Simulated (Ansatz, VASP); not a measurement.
**One calculation of MgSi, two programs**

```
Mg Si
1.0
     2.90839    0.00000    0.00000
     0.00000    2.90839    0.00000
     0.00000    0.00000    4.10343
Mg Si
1 1
Cartesian
  0.0000 0.0000 0.0000
  1.4542 1.4542 1.8517
```

Change from the starting cell: all Si atoms moved -0.200 Å, as atom 2 along Cartesian [0 0 1].

Alike in both runs: task single point; functional r2SCAN; k mesh 16 × 16 × 12; occupations gaussian, width 0.15 eV; no spin polarisation.

```csv
,VASP,Ansatz
version,VASP 6.6.1,Ansatz 0.2.0
potentials or method,"VASP PAW PBE potentials, release 64 (Mg, Si), cutoff 520 eV","scalar-relativistic, plane waves, PAW"
valence electrons in the cell,6,14
```

```tsv
	VASP	Ansatz	Ansatz less VASP
gap on the k mesh at the Fermi level (eV)	none	none	-
pressure (GPa)	-0.2	0.0	+0.29
traceless stress, the component that is largest in VASP (GPa)	-2.19	-2.16	+0.034
rms of the force components (eV/Å)	0.445	0.450	+0.0049
```

VASP's potentials were made for PBE, not for r2SCAN. Atom by atom the forces differ by 0.005 eV/Å (rms over components). A gap of «none» marks a metal or a gap that the smearing closes. The functional is the same, so the differences come from potentials, cutoffs and numerics. VASP's potentials hold 6 valence electrons a cell and Ansatz's 14, so a difference there can come from the potentials and not from the codes.
